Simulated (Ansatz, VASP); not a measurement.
Ti in VASP and in Ansatz

The input INCAR:

```
PREC = Accurate
ENCUT = 600
EDIFF = 1E-7
ISMEAR = 0
SIGMA = 0.1
LREAL = F
LASPH = T
NELM = 80
ALGO = Normal
ISIF = 3
LWAVE = F
LCHARG = F
IBRION = 2
NSW = 100
EDIFFG = -0.005
```

File KPOINTS:

```
Automatic mesh
0
Gamma
  18 18 18
```

File POSCAR:

```
Ti
1.0
   -1.5840978707      1.5840978707      1.5840978707
    1.5840978707     -1.5840978707      1.5840978707
    1.5840978707      1.5840978707     -1.5840978707
Ti
1
Direct
    0.0000000000      0.0000000000      0.0000000000
```

Input for Ansatz:

```yaml
crystal:
  lattice:
    - [-1.5840978694, 1.5840978694, 1.5840978694]
    - [1.5840978694, -1.5840978694, 1.5840978694]
    - [1.5840978694, 1.5840978694, -1.5840978694]
  atoms:
    - { symbol: Ti, position: [0.0, 0.0, 0.0] }
basis:
  ecutwfc: 420
kpoints:
  mp_grid: { grid: [18, 18, 18] }
hamiltonian:
  xc: lda
scf:
  occupations: { method: gaussian, width: 0.1 }
output:
  forces: true
  stress: true
  eigenvalues: true
relax:
  adjacent_minimum: "off"
  f_tol: 0.005
  max_steps: 80
  cell: { stress_tol: 0.05 }
```

Alike in both runs: task relaxation of cell and atoms; functional LDA; k mesh 18 × 18 × 18; occupations gaussian, width 0.1 eV; no spin polarisation.

|  | VASP | Ansatz |
| --- | --- | --- |
| version | VASP 6.6.1 | Ansatz 0.2.0 |
| potentials or method | VASP PAW LDA potentials, release 64 (Ti_sv), cutoff 600 eV | scalar-relativistic, plane waves, PAW |
| valence electrons in the cell | 12 | 12 |

Ansatz gave:

```
gap on the k mesh at the Fermi level, each at its own relaxed structure (eV) : none
relaxed volume (Å³/atom)                                                     : 15.86
relaxed cell length with the largest relative difference (Å)                 : 2.741
```

Question: Which values does VASP return?

Answer: gap on the k mesh at the Fermi level, each at its own relaxed structure (eV): none; relaxed volume (Å³/atom): 15.83; relaxed cell length with the largest relative difference (Å): 2.740.

LDA's correlation is that of Perdew and Zunger in VASP and of Perdew and Wang (1992) in Ansatz. A gap of «none» marks a metal or a gap that the smearing closes.
